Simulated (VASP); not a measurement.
Crystal: Ge.

```
Ge
1.0
     0.00000    2.82900    2.82900
     2.82900    0.00000    2.82900
     2.82900    2.82900    0.00000
Ge
2
Cartesian
  0.0000 0.0000 0.0000
  1.4145 1.4145 1.4145
```

Base run:

* Program: VASP 6.6.1
* Functional: PBE
* Potentials or basis: VASP PAW PBE potentials, release 64 (Ge_d)
* Cutoff: 520 eV
* k mesh: 10 × 10 × 10
* Occupations: gaussian, width 0.03 eV
* Spin: no spin polarisation

Its results: band gap on the k mesh 0.03 eV, direct; pressure 3.5 GPa.

Q: The run is repeated on the same cell with these changes: functional from PBE to r2SCAN. What comes out?

A: Band gap on the k mesh 0.40 eV, direct; pressure 0.7 GPa.

r2SCAN gives the wider gap, since meta-GGAs in the generalised Kohn-Sham scheme recover part of the derivative discontinuity.

Caveats: the PAW data sets were made with another functional, which shifts forces and pressure a little (some runs).

A k mesh can miss the band edges.
